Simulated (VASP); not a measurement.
Set up this calculation in VASP 6.6.1, as the native input.

```yaml
Task: electric field gradients
Functional: PBE
Potentials_or_basis: VASP PAW PBE potentials, release 64 (Zn, S)
Cutoff: 520 eV
k_mesh: 8 × 8 × 2
Occupations: fermi-dirac, width 0.02 eV
Spin: no spin polarisation
Dipole_correction: no
Further_INCAR_settings: LREAL = Auto; ALGO = Normal; EDIFF = 1e-08; NBANDS = 86
```

The structure of ZnS lies in POSCAR:

```
ZnS
1.0
    3.7923619252      0.0000000000      0.0000000000
   -1.8961809626      3.2842817676      0.0000000000
    0.0000000000      0.0000000000     24.8326029929
Zn S
8 8
Direct
    0.3333333333      0.6666666667      0.1251184100
    0.0000000000      0.0000000000      0.0001589700
    0.6666666667      0.3333333333      0.6250474700
    0.6666666667      0.3333333333      0.8751387000
    0.0000000000      0.0000000000      0.7500222700
    0.3333333333      0.6666666667      0.5000781600
    0.0000000000      0.0000000000      0.3750879400
    0.6666666667      0.3333333333      0.2501284900
    0.6666666667      0.3333333333      0.3437219900
    0.6666666667      0.3333333333      0.7185811600
    0.3333333333      0.6666666667      0.2187340500
    0.0000000000      0.0000000000      0.8436723900
    0.6666666667      0.3333333333      0.9688127500
    0.0000000000      0.0000000000      0.0937260600
    0.3333333333      0.6666666667      0.5936859800
    0.0000000000      0.0000000000      0.4686862100
```

The input as run:

INCAR

```
PREC     = Accurate       # precision mode
ENCUT    = 520            # plane-wave cutoff, eV
EDIFF    = 1E-8           # SCF threshold, eV
ISMEAR   = -1             # smearing method
SIGMA    = 0.02           # smearing width, eV
LREAL    = Auto         
LASPH    = T              # aspherical terms in the spheres
NELM     = 80             # most SCF steps
ALGO     = Normal         # electronic algorithm
ISIF     = 2              # what is computed and relaxed
LWAVE    = F              # write WAVECAR
LCHARG   = F              # write CHGCAR
GGA      = PE             # functional
LEFG     = T            
NBANDS   = 86             # bands
```

KPOINTS

```
Automatic mesh
0
Gamma
  8 8 2
```

Potentials or basis: VASP PAW PBE potentials, release 64 (Zn, S).

Command:

```console
$ cat potpaw_PBE.64/Zn/POTCAR potpaw_PBE.64/S/POTCAR > POTCAR
$ mpirun -np 1 vasp_std > vasp.out
```

It gave:

The pressure is 3.4 GPa and the largest force is 0.014 eV/Å. The band gap on the k mesh is 2.22 eV and the largest electric field gradient by atom is Zn +0.1, +0.5, -0.1, -0.5, -0.9, +0.0, -0.0 (each value once); S +0.9, +1.2, +2.9, +2.4 (each value once) V/Å².

Caveat: the cell stands under pressure; without QUAD_EFG the Cq values of the log hold for a quadrupole moment of 1 mb, not for the nuclei.

It took 32 min on 1 thread of Oxide Virtual Turin-like Processor (shared host), peak memory 0.55 GiB.
